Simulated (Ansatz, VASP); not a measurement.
**One calculation of Si, two programs**

```
CELL_PARAMETERS angstrom
0.00000 2.73499 2.73499
2.73499 0.00000 2.73499
2.73499 2.73499 0.00000
ATOMIC_POSITIONS crystal
Si 0.00000 0.00000 0.00000
Si 0.25000 0.25000 0.25000
```

Alike in both runs: task single point; functional PBE; k mesh 8 × 8 × 8; occupations gaussian, width 0.02 eV; no spin polarisation.

```csv
,VASP,Ansatz
version,VASP 6.6.1,Ansatz 0.2.0
potentials or method,"VASP PAW PBE potentials, release 64 (Si), cutoff 500 eV","scalar-relativistic, plane waves, PAW"
valence electrons in the cell,8,8
```

Ansatz gave:

| Property | Result |
| --- | --- |
| gap on the k mesh at the Fermi level (eV) | 0.65 |
| least direct gap on the mesh (eV) | 2.55 |
| pressure (GPa) | 0.0 |

Task: What did VASP give for the same quantities?

Result: gap on the k mesh at the Fermi level (eV): 0.65; least direct gap on the mesh (eV): 2.56; pressure (GPa): -0.1.
